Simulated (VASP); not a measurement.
A run of VASP 6.6.1 is set up as follows.

INCAR

```
SYSTEM = TiO2
PREC = Accurate
ENCUT = 520
EDIFF = 1E-7
ISMEAR = 0
SIGMA = 0.05
LREAL = .False.
LASPH = .True.
NELM = 150
ALGO = Normal
ISIF = 2
LWAVE = .False.
LCHARG = .False.
LMAXMIX = 4
LDAU = .True.
LDAUTYPE = 2
LDAUL = 2 -1
LDAUU = 4 0
LDAUJ = 0 0
LDAUPRINT = 1
GGA = PE
NBANDS = 33
```

File KPOINTS:

```
regular mesh
0
Gamma
  6 6 10
  0 0 0
```

File POSCAR:

```
TiO2
1.0
    4.6403824120      0.0000000000      0.0000000000
    0.0000000000      4.6403824120      0.0000000000
    0.0000000000      0.0000000000      2.7658729780
Ti O
2 4
Direct
    0.0000000000      0.0000000000      0.0000000000
    0.5000000000      0.5000000000      0.5000000000
    0.3056475955      0.3056475955      0.0000000000
    0.1943524045      0.8056475955      0.5000000000
    0.6943524045      0.6943524045      0.0000000000
    0.8056475955      0.1943524045      0.5000000000
```

Potentials or basis: VASP PAW PBE potentials, release 64 (Ti_sv, O).

The run is started by

```console
$ cat potpaw_PBE.64/Ti_sv/POTCAR potpaw_PBE.64/O/POTCAR > POTCAR
$ mpirun -np 1 vasp_std > vasp.out
```

(1) Predict the band gap on the k mesh.

(2) Predict the largest force.

(3) What does it give for the pressure?

## Answers

(1) 2.60 eV (least direct gap 2.64 eV).

(2) 1.127 eV/Å.

(3) 33.2 GPa.

Caveat: the cell differs from its parent crystal (strain +0.000 along x and y, -0.080 along z); the cell stands under pressure; forces of over 1 eV/Å act on the atoms, so gaps and moduli don't describe the material at rest.
